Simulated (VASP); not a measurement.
# SnSe (P4/nmm) in VASP: a series of runs, part 2 of 2

VASP 6.6.1. Earlier steps stand in the parts before.

**4. Single point, LDA**

This run uses another cell than the first one, of the same volume but with other edges.

INCAR reads:

```
PREC = Accurate
ENCUT = 520
EDIFF = 1E-6
ISMEAR = 0
SIGMA = 0.05
LREAL = F
LASPH = T
NELM = 60
ALGO = Normal
ISIF = 2
LWAVE = F
LCHARG = F
NBANDS = 28
```

KPOINTS reads:

```
regular mesh
0
Gamma
  8 8 4
```

POSCAR reads:

```
SnSe
1.0
    4.6162290249      0.0000000000      0.0000000000
    0.0000000000      4.6162290249      0.0000000000
    0.0000000000      0.0000000000      9.4714913569
Sn Se
2 2
Direct
    0.5000000000      0.0000000000      0.3722291100
    0.0000000000      0.5000000000      0.6277708900
    0.5000000000      0.0000000000      0.6160394900
    0.0000000000      0.5000000000      0.3839605100
```

Command:

```
> cat potpaw_LDA.64/Sn_d/POTCAR potpaw_LDA.64/Se/POTCAR > POTCAR
> mpirun -np 1 vasp_std > vasp.out
```

Wall time 2.2 min (1 thread of AMD EPYC 9R45 (Zen 5), shared host); peak memory 0.34 GiB.

The run converged. Its results:

```yaml
Free_energy: -16.8769 eV
Pressure: 2.0 GPa
Largest_force: 3.846 eV/Å
Band_gap_on_the_k_mesh: 1.42 eV (least direct gap 1.54 eV)
```

Forces on the atoms (eV/Å):
```
Sn   0.000  0.000 -3.452
Sn   0.000  0.000  3.452
Se   0.000  0.000  3.846
Se   0.000  0.000 -3.846
```

Stress tensor (GPa, compression positive):
```
-3.64  0.00  0.00
 0.00 -3.64  0.00
 0.00  0.00 13.31
```

Levels at points of the mesh, in eV from the valence-band top:
| k point | band 16 | band 17 | band 18 | band 19 | band 20 | band 21 | band 22 | band 23 | band 24 | band 25 |
| --- | --- | --- | --- | --- | --- | --- | --- | --- | --- | --- |
| (0.00, 0.00, 0.00) | -2.84 | -2.33 | -0.73 | -0.73 | 0.00 | 3.18 | 3.18 | 3.71 | 3.96 | 4.75 |
| (0.50, 0.00, 0.00) | -1.97 | -1.48 | -1.48 | -0.46 | -0.46 | 1.96 | 1.96 | 2.48 | 2.48 | 5.12 |
| (0.50, 0.50, 0.00) | -4.13 | -1.64 | -1.64 | -1.06 | -1.06 | 3.43 | 3.43 | 5.47 | 5.47 | 5.58 |
| (0.00, 0.00, 0.50) | -2.84 | -2.30 | -0.73 | -0.73 | 0.00 | 3.06 | 3.18 | 3.18 | 3.96 | 5.33 |
| (0.50, 0.00, 0.50) | -1.96 | -1.48 | -1.48 | -0.45 | -0.45 | 1.96 | 1.96 | 2.48 | 2.48 | 4.65 |
| (0.50, 0.50, 0.50) | -4.13 | -1.64 | -1.64 | -1.05 | -1.05 | 3.41 | 3.41 | 5.30 | 5.30 | 5.67 |

Caveat: the stress differs along the axes, from -4 to 13 GPa; spin-orbit coupling is left out, which moves the levels of the heavy elements; forces of over 1 eV/Å act on the atoms, so gaps and moduli don't describe the material at rest. A k mesh can miss the band edges.

**5. Single point, LDA**

This run uses another cell than the first one, of the same volume but with other edges.

INCAR reads:

```
  PREC = Accurate
  ENCUT = 520
  EDIFF = 1E-7
  ISMEAR = 0
  SIGMA = 0.05
  LREAL = F
  LASPH = T
  NELM = 80
  ALGO = Normal
  ISIF = 2
  LWAVE = F
  LCHARG = F
  GGA = CA
  NBANDS = 28
```

KPOINTS reads:

```
Automatic mesh
0
Gamma
  8 8 4
```

POSCAR reads:

```
SnSe
1.0
    3.9264755026      0.0000000000      0.0000000000
    0.0000000000      3.9264755026      0.0000000000
    0.0000000000      0.0000000000     13.0914357155
Sn Se
2 2
Direct
    0.5000000000      0.0000000000      0.3722291100
    0.0000000000      0.5000000000      0.6277708900
    0.5000000000      0.0000000000      0.6160394900
    0.0000000000      0.5000000000      0.3839605100
```

Potentials or basis: VASP PAW LDA potentials, release 64 (Sn_d, Se).

Command:

```
> cat potpaw_LDA.64/Sn_d/POTCAR potpaw_LDA.64/Se/POTCAR > POTCAR
> mpirun -np 1 vasp_std > vasp.out
```

OUTCAR:

```text
PREC = Accurate
   ENCUT = 520
   EDIFF = 1E-7
   ISMEAR = 0
   LREAL = F
   LASPH = T
   NELM = 80
   ISIF = 2
   GGA = CA

 ion  position               nearest neighbor table
   1  0.500  0.000  0.372-   4 2.78   4 2.78   4 2.78   4 2.78   3 3.19
   2  0.000  0.500  0.628-   3 2.78   3 2.78   3 2.78   3 2.78   4 3.19
   3  0.500  0.000  0.616-   2 2.78   2 2.78   2 2.78   2 2.78   1 3.19
   4  0.000  0.500  0.384-   1 2.78   1 2.78   1 2.78   1 2.78   2 3.19

  LATTYP: Found a simple tetragonal cell.
 ALAT       =     3.9264755026
 C/A-ratio  =     3.3341442489

  Lattice vectors:

 A1 = (   3.9264755026,   0.0000000000,   0.0000000000)
 A2 = (   0.0000000000,   3.9264755026,   0.0000000000)
 A3 = (   0.0000000000,   0.0000000000,  13.0914357155)

Analysis of symmetry for initial positions (statically):
=====================================================================
 Subroutine PRICEL returns:
 Original cell was already a primitive cell.

 Routine SETGRP: Setting up the symmetry group for a
 simple tetragonal supercell.

 Subroutine GETGRP returns: Found 16 space group operations
 (whereof  8 operations were pure point group operations)
 out of a pool of 16 trial point group operations.

The static configuration has the point symmetry D_2d.
 The point group associated with its full space group is D_4h.

Analysis of symmetry for dynamics (positions and initial velocities):
=====================================================================
 Subroutine PRICEL returns:
 Original cell was already a primitive cell.

 Routine SETGRP: Setting up the symmetry group for a
 simple tetragonal supercell.

 Subroutine GETGRP returns: Found 16 space group operations
 (whereof  8 operations were pure point group operations)
 out of a pool of 16 trial point group operations.

The dynamic configuration has the point symmetry D_2d.
 The point group associated with its full space group is D_4h.

 Subroutine INISYM returns: Found 16 space group operations
 (whereof  8 operations are pure point group operations),
 and found     1 'primitive' translations

----------------------------------------------------------------------------------------

                                     Primitive cell

  volume of cell :     201.8334

  direct lattice vectors                    reciprocal lattice vectors
     3.926475503  0.000000000  0.000000000     0.254681329  0.000000000  0.000000000
     0.000000000  3.926475503  0.000000000     0.000000000  0.254681329  0.000000000
     0.000000000  0.000000000 13.091435715     0.000000000  0.000000000  0.076385816

  length of vectors
     3.926475503  3.926475503 13.091435715     0.254681329  0.254681329  0.076385816

  position of ions in fractional coordinates (direct lattice)
     0.500000000  0.000000000  0.372229110
     0.000000000  0.500000000  0.627770890
     0.500000000  0.000000000  0.616039490
     0.000000000  0.500000000  0.383960510

  ion indices of the primitive-cell ions
   primitive index   ion index
                 1           1
                 2           2
                 3           3
                 4           4

[... 25 lines left out ...]

 Following reciprocal coordinates:
            Coordinates               Weight
  0.000000  0.000000  0.000000      1.000000
  0.125000  0.000000  0.000000      4.000000
  0.250000  0.000000  0.000000      4.000000
  0.375000  0.000000  0.000000      4.000000
  0.500000  0.000000  0.000000      2.000000
  0.125000  0.125000  0.000000      4.000000
[... 16 lines left out ...]
  0.375000  0.125000  0.250000     16.000000
  0.500000  0.125000  0.250000      8.000000
 [... further k-points ...]
   k-points           NKPTS =     45   k-points in BZ     NKDIM =     45   number of bands    NBANDS=     28
   number of dos      NEDOS =    301   number of ions     NIONS =      4
   total plane-waves  NPLWV =  88200
   dimension x,y,z NGX =    30 NGY =   30 NGZ =   98
   dimension x,y,z NGXF=    60 NGYF=   60 NGZF=  196
   ions per type =               2   2
   NGX,Y,Z   is equivalent  to a cutoff of  12.70, 12.70, 12.44 a.u.
   NGXF,Y,Z  is equivalent  to a cutoff of  25.40, 25.40, 24.89 a.u.
 SYSTEM =  unknown system
   PREC   = accura    normal or accurate (medium, high low for compatibility)
   ISTART =      0    job   : 0-new  1-cont  2-samecut
   ICHARG =      2    charge: 1-file 2-atom 10-const
   ISPIN  =      1    spin polarized calculation?
   LNONCOLLINEAR =      F non collinear calculations
   LSORBIT =      F    spin-orbit coupling
   LASPH  =      T    aspherical Exc in radial PAW
   ENCUT  =  520.0 eV  38.22 Ry    6.18 a.u.   7.30  7.30 24.34*2*pi/ulx,y,z
   NELM   =     80;   NELMIN=  2; NELMDL= -5     # of ELM steps
   EDIFF  = 0.1E-06   stopping-criterion for ELM
   LREAL  =      F    real-space projection
   EDIFFG = 0.1E-05   stopping-criterion for IOM
   NSW    =      0    number of steps for IOM
   IBRION =     -1    ionic relax: 0-MD 1-quasi-New 2-CG
   NFREE  =      0    steps in history (QN), initial steepest desc. (CG)
   ISIF   =      2    stress and relaxation
   ISYM   =      2    0-nonsym 1-usesym 2-fastsym
   POTIM  = 0.5000    time-step for ionic-motion
   TEBEG  =    0.0;   TEEND  =   0.0 temperature during run
   PSTRESS=    0.0 pullay stress
   NELECT =      40.0000    total number of electrons
   NUPDOWN=      -1.0000    fix difference up-down
   EMIN   =  10.00;   EMAX   =-10.00  energy-range for DOS
   EFERMI =   0.00;   METHOD = LEGACY
   ISMEAR =     0;   SIGMA  =   0.05  broadening in eV -4-tet -1-fermi 0-gaus
   EFERMI_NEDOS =   21; number of points for ismear=-14 and -15
   IALGO  =     38    algorithm
   IMIX   =      4    mixing-type and parameters
     AMIX     =   0.40;   BMIX     =  1.00
     AMIX_MAG =   1.60;   BMIX_MAG =  1.00
  volume/ion in A,a.u.               =      50.46       340.51
  Fermi-wavevector in a.u.,A,eV,Ry     =   0.954473  1.803693 12.395171  0.911019
  Thomas-Fermi vector in A             =   2.083223
   LORBIT       =      0    0 simple, 1 ext, 2 COOP (PROOUT), +10 PAW based schemes
   GGA     = CA    functional components
   LHFCALC =     F    Hartree Fock is set to
   AEXX    =    0.0000 exact exchange contribution
   IVDW    =     0    specifies the selected vdW correction
   LEPSILON=     F    determine dielectric tensor
   LRPA    =     F    only Hartree local field effects (RPA)
 non-spin polarized calculation
 Gauss-broadening in eV      SIGMA  =   0.05
  energy-cutoff  :      520.00
  volume of cell :      201.83
 maximum number of plane-waves:      5473
 NGX is ok and might be reduce to    30

 number of electron      40.0000000 magnetization

 Free energy of the ion-electron system (eV)
  ---------------------------------------------------
  ext. energy  EPLUGINS =         0.00000000
  ---------------------------------------------------
  free energy    TOTEN  =       -17.66560482 eV

  energy without entropy =      -17.66560470  energy(sigma->0) =      -17.66560476

 E-fermi :   1.3546     XC(G=0):  -5.9767

 val. band max:        1.1944453580   @ k =   0.3750   0.0000   0.5000
 cond. band min:       1.5109661409   @ k =   0.2500   0.0000   0.5000
 fundamental gap:      0.3165207830
 Fermi energy:         1.3545800139

 k-point     1 :       0.0000    0.0000    0.0000
  band No.  band energies     occupation
      1     -20.5176      2.00000
      2     -20.5050      2.00000
      3     -20.4451      2.00000
      4     -20.4451      2.00000
      5     -20.4381      2.00000
      6     -20.4381      2.00000
[... 733 lines left out ...]
     27       6.6260      0.00000
     28       6.6260      0.00000

 [... further k-points ...]

------------------------ aborting loop because EDIFF is reached ----------------------------------------

  FORCE on cell =-STRESS in cart. coord.  units (eV):
  Direction    XX          YY          ZZ          XY          YZ          ZX
  --------------------------------------------------------------------------------------
  -------------------------------------------------------------------------------------
  Total        5.5266524      5.5266524     -3.0931436      0.0000000      0.0000000      0.0000000
  in kB       43.8712159     43.8712159    -24.5537371      0.0000000      0.0000000      0.0000000
  external PRESSURE =      21.0628983 kB  Pullay stress =       0.0000000 kB

 VOLUME and BASIS-vectors are now :
 -----------------------------------------------------------------------------
  energy-cutoff  :      520.00
  volume of cell :      201.83
      direct lattice vectors                 reciprocal lattice vectors
     3.926475503  0.000000000  0.000000000     0.254681329  0.000000000  0.000000000
     0.000000000  3.926475503  0.000000000     0.000000000  0.254681329  0.000000000
     0.000000000  0.000000000 13.091435715     0.000000000  0.000000000  0.076385816

 POSITION                                       TOTAL-FORCE (eV/Angst)
 -----------------------------------------------------------------------------------
      1.96324      0.00000      4.87301         0.000000     -0.000000      0.295449
      0.00000      1.96324      8.21842         0.000000     -0.000000     -0.295449
      1.96324      0.00000      8.06484        -0.000000      0.000000     -0.685287
      0.00000      1.96324      5.02659         0.000000     -0.000000      0.685287
 -----------------------------------------------------------------------------------
    total drift:                                0.000000      0.000000      0.000000

  FREE ENERGIE OF THE ION-ELECTRON SYSTEM (eV)
  ---------------------------------------------------
  free  energy   TOTEN  =       -17.6656048154 eV

  energy  without entropy=      -17.6656046953  energy(sigma->0) =      -17.66560476
```

Wall time 2.5 min (1 thread of AMD EPYC 9R45 (Zen 5), shared host); peak memory 0.34 GiB.

Results:

- Free energy: -17.6656 eV
- Largest force: 0.685 eV/Å
- Band gap on the k mesh: 0.32 eV (least direct gap 0.47 eV)

Forces on the atoms (eV/Å):
```
Sn   0.000  0.000  0.295
Sn   0.000  0.000 -0.295
Se   0.000  0.000 -0.685
Se   0.000  0.000  0.685
```

Caveat: there is no dipole correction, which matters where the two faces differ; semilocal functionals underestimate gaps, and a narrow one can read as zero; spin-orbit coupling is left out, which moves the levels of the heavy elements.

**6. The runs side by side**

```tsv
cell	gap on the mesh (eV)	pressure (GPa)	largest force (eV/Å)
a = 4.344, b = 4.344, c = 10.696 Å, 4 atoms	0.98	-1.2	0.34
a = 4.216, b = 4.216, c = 11.354 Å, 4 atoms	0.98	-	0.51
a = 4.616, b = 4.616, c = 9.471 Å, 4 atoms	1.42	2.0	3.85
a = 3.926, b = 3.926, c = 13.091 Å, 4 atoms	0.32	-	0.69
```

Alike in all rows: task single point; level LDA; potentials or basis VASP PAW LDA potentials, release 64 (Sn_d, Se); no spin polarisation; k mesh 8 × 8 × 4; cutoff (eV) 520; smearing gaussian 0.05 eV.

Caveats: spin-orbit coupling is left out, which moves the levels of the heavy elements; there is no dipole correction, which matters where the two faces differ (at least some runs); the stress differs along the axes, from -4 to 13 GPa (at least some runs); forces of over 1 eV/Å act on the atoms, so gaps and moduli don't describe the material at rest (at least some runs); semilocal functionals underestimate gaps, and a narrow one can read as zero (at least some runs).

Absolute energies hang on the potentials; compare differences alone.
